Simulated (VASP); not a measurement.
# TePb (Fm-3m) in VASP: a series of runs, part 2 of 2

VASP 6.6.1. Earlier steps stand in the parts before.

## Step 3: Single point, PBE

INCAR

```
PREC = Accurate
ENCUT = 500
EDIFF = 1E-6
ISMEAR = 0
SIGMA = 0.05
LREAL = False
LASPH = True
NELM = 120
ALGO = Normal
ISIF = 2
LWAVE = False
LCHARG = False
GGA = PE
NBANDS = 17
GGA_COMPAT = False
```

KPOINTS

```
regular mesh
0
Gamma
  9 9 9
```

POSCAR

```
TePb
1.0
    0.0000000000      3.2270013417      3.2270013417
    3.2270013417      0.0000000000      3.2270013417
    3.2270013417      3.2270013417      0.0000000000
Pb Te
1 1
Direct
    0.5000000000      0.5000000000      0.5000000000
    0.0000000000      0.0000000000      0.0000000000
```

Potentials or basis: VASP PAW PBE potentials, release 64 (Pb_d, Te).

Command:

```bash
$ cat potpaw_PBE.64/Pb_d/POTCAR potpaw_PBE.64/Te/POTCAR > POTCAR
$ mpirun -np 1 vasp_std > vasp.out
```

OUTCAR:

```text
PREC = Accurate
   ENCUT = 500
   EDIFF = 1E-6
   ISMEAR = 0
   LREAL = False
   LASPH = True
   NELM = 120
   ISIF = 2
   GGA = PE

 ion  position               nearest neighbor table
   1  0.500  0.500  0.500-   2 3.23   2 3.23   2 3.23   2 3.23   2 3.23   2 3.23
   2  0.000  0.000  0.000-   1 3.23   1 3.23   1 3.23   1 3.23   1 3.23   1 3.23

  LATTYP: Found a face centered cubic cell.
 ALAT       =     6.4540026834

  Lattice vectors:

 A1 = (   0.0000000000,   3.2270013417,   3.2270013417)
 A2 = (   3.2270013417,   0.0000000000,   3.2270013417)
 A3 = (   3.2270013417,   3.2270013417,   0.0000000000)

Analysis of symmetry for initial positions (statically):
=====================================================================
 Subroutine PRICEL returns:
 Original cell was already a primitive cell.

 Routine SETGRP: Setting up the symmetry group for a
 face centered cubic supercell.

 Subroutine GETGRP returns: Found 48 space group operations
 (whereof 48 operations were pure point group operations)
 out of a pool of 48 trial point group operations.

The static configuration has the point symmetry O_h .

Analysis of symmetry for dynamics (positions and initial velocities):
=====================================================================
 Subroutine PRICEL returns:
 Original cell was already a primitive cell.

 Routine SETGRP: Setting up the symmetry group for a
 face centered cubic supercell.

 Subroutine GETGRP returns: Found 48 space group operations
 (whereof 48 operations were pure point group operations)
 out of a pool of 48 trial point group operations.

The dynamic configuration has the point symmetry O_h .

 Subroutine INISYM returns: Found 48 space group operations
 (whereof 48 operations are pure point group operations),
 and found     1 'primitive' translations

----------------------------------------------------------------------------------------

[... 111 lines left out ...]
     AMIX     =   0.40;   BMIX     =  1.00
     AMIX_MAG =   1.60;   BMIX_MAG =  1.00
  volume/ion in A,a.u.               =      33.60       226.77
  Fermi-wavevector in a.u.,A,eV,Ry     =   1.092972  2.065418 16.253352  1.194588
  Thomas-Fermi vector in A             =   2.229248
   LORBIT       =      0    0 simple, 1 ext, 2 COOP (PROOUT), +10 PAW based schemes
   GGA     = PE    functional components
   LHFCALC =     F    Hartree Fock is set to
   AEXX    =    0.0000 exact exchange contribution
   IVDW    =     0    specifies the selected vdW correction
   LEPSILON=     F    determine dielectric tensor
   LRPA    =     F    only Hartree local field effects (RPA)
 non-spin polarized calculation
 Gauss-broadening in eV      SIGMA  =   0.05
  energy-cutoff  :      500.00
  volume of cell :       67.21
 maximum number of plane-waves:      1729
 NGX is ok and might be reduce to    36
   NGX = 17   NGY = 17   NGZ = 17

 number of electron      20.0000002 magnetization

 Free energy of the ion-electron system (eV)
  ---------------------------------------------------
  ext. energy  EPLUGINS =         0.00000000
  ---------------------------------------------------
  free energy    TOTEN  =        -7.49831123 eV

  energy without entropy =       -7.49831123  energy(sigma->0) =       -7.49831123

 E-fermi :   5.8881     XC(G=0):  -9.3171

 val. band max:        5.6063574640   @ k =   0.4444   0.0000   0.0000
 cond. band min:       6.5110718119   @ k =   0.4444   0.0000   0.0000
 fundamental gap:      0.9047143478
 Fermi energy:         5.8881039545

 k-point     1 :       0.0000    0.0000    0.0000
  band No.  band energies     occupation
      1     -11.0534      2.00000
      2     -11.0534      2.00000
      3     -11.0439      2.00000
      4     -11.0439      2.00000
      5     -11.0439      2.00000
      6      -6.3772      2.00000
[... 457 lines left out ...]
      4     -11.0184      2.00000
      5     -11.0184      2.00000
      6      -4.7564      2.00000
[... 9 lines left out ...]
     16      15.9389      0.00000
     17      17.0869      0.00000

 [... further k-points ...]

------------------------ aborting loop because EDIFF is reached ----------------------------------------

  FORCE on cell =-STRESS in cart. coord.  units (eV):
  Direction    XX          YY          ZZ          XY          YZ          ZX
  --------------------------------------------------------------------------------------
  -------------------------------------------------------------------------------------
  Total        0.9437561      0.9437561      0.9437561     -0.0000000      0.0000000     -0.0000000
  in kB       22.4979480     22.4979480     22.4979480     -0.0000000      0.0000000     -0.0000000
  external PRESSURE =      22.4979480 kB  Pullay stress =       0.0000000 kB

 VOLUME and BASIS-vectors are now :
 -----------------------------------------------------------------------------
  energy-cutoff  :      500.00
  volume of cell :       67.21
      direct lattice vectors                 reciprocal lattice vectors
     0.000000000  3.227001342  3.227001342    -0.154942607  0.154942607  0.154942607
     3.227001342  0.000000000  3.227001342     0.154942607 -0.154942607  0.154942607
     3.227001342  3.227001342  0.000000000     0.154942607  0.154942607 -0.154942607

 POSITION                                       TOTAL-FORCE (eV/Angst)
 -----------------------------------------------------------------------------------
      3.22700      3.22700      3.22700         0.000000      0.000000     -0.000000
      0.00000      0.00000      0.00000        -0.000000     -0.000000      0.000000
 -----------------------------------------------------------------------------------
    total drift:                                0.000000      0.000000      0.000000

  FREE ENERGIE OF THE ION-ELECTRON SYSTEM (eV)
  ---------------------------------------------------
  free  energy   TOTEN  =        -7.4983112343 eV

  energy  without entropy=       -7.4983112343  energy(sigma->0) =       -7.49831123
```

Wall time 30 s (1 thread of Intel Xeon Platinum 8259CL at 2.50GHz (Skylake/Cascade Lake), shared host); peak memory 0.22 GiB.

Results:

```
Free energy : -7.4983 eV
Pressure    : 2.2 GPa
```

Caveat: this odd mesh misses L, so gap, dielectric constants and Born charges aren't listed; spin-orbit coupling is left out, which moves the levels of the heavy elements.

## Step 4: Single point, PBE, non-collinear spin, zero start, spin-orbit coupling

INCAR

```
PREC     = Accurate       # precision mode
ENCUT    = 500            # plane-wave cutoff, eV
EDIFF    = 1E-6           # SCF threshold, eV
ISMEAR   = 0              # smearing method
SIGMA    = 0.05           # smearing width, eV
LREAL    = F              # projectors in reciprocal space
LASPH    = T              # aspherical terms in the spheres
NELM     = 200            # most SCF steps
ALGO     = Normal         # electronic algorithm
ISIF     = 2              # what is computed and relaxed
LWAVE    = F              # write WAVECAR
LCHARG   = T              # write CHGCAR
MAGMOM   = 0 0 0 0 0 0    # initial moments
LORBIT   = 11             # projections on sites
LSORBIT  = T              # spin-orbit coupling
GGA_COMPAT= F            
LORBMOM  = T            
GGA      = PE             # functional
LVHAR    = T            
NBANDS   = 32             # bands
```

KPOINTS

```
regular mesh
0
Gamma
  6 6 6
```

POSCAR is that of step 3.

Command:

```bash
$ cat potpaw_PBE.64/Pb_d/POTCAR potpaw_PBE.64/Te/POTCAR > POTCAR
$ mpirun -np 1 vasp_ncl > vasp.out
```

Wall time 77 s (1 thread of Intel Xeon Platinum 8259CL at 2.50GHz (Skylake/Cascade Lake), shared host); peak memory 0.4 GiB.

Results (log left out):

```yaml
Free_energy: -8.0235 eV
Pressure: 2.1 GPa
Net_moment: 0.00 μB per cell
Valence_electrons_inside_the_program's_atomic_spheres: Pb 11.89; Te 3.39
```

Moments on the atoms (μB; x, y, z):
```
Pb  0.00 0.00 0.00
Te  0.00 0.00 0.00
```

## Step 5: Overview

| level | spin | k mesh | pressure (GPa) |
| --- | --- | --- | --- |
| PBE+D3(BJ) | off | 6 × 6 × 6 | 0.3 |
| PBE | off | 9 × 9 × 9 | 2.2 |
| PBE | non-collinear, zero start, SOC | 6 × 6 × 6 | 2.1 |

Alike in all rows: task single point; potentials or basis VASP PAW PBE potentials, release 64 (Pb_d, Te); cell as given; cutoff (eV) 500; smearing gaussian 0.05 eV.

The pressure there spans 0.3 GPa (PBE+D3(BJ)) to 2.2 GPa (PBE); a positive pressure means that this level wants a larger cell, a negative one a smaller.

Caveats: spin-orbit coupling is left out, which moves the levels of the heavy elements (at least some runs); three body term missing (at least some runs).

Absolute energies hang on the potentials; compare differences alone.
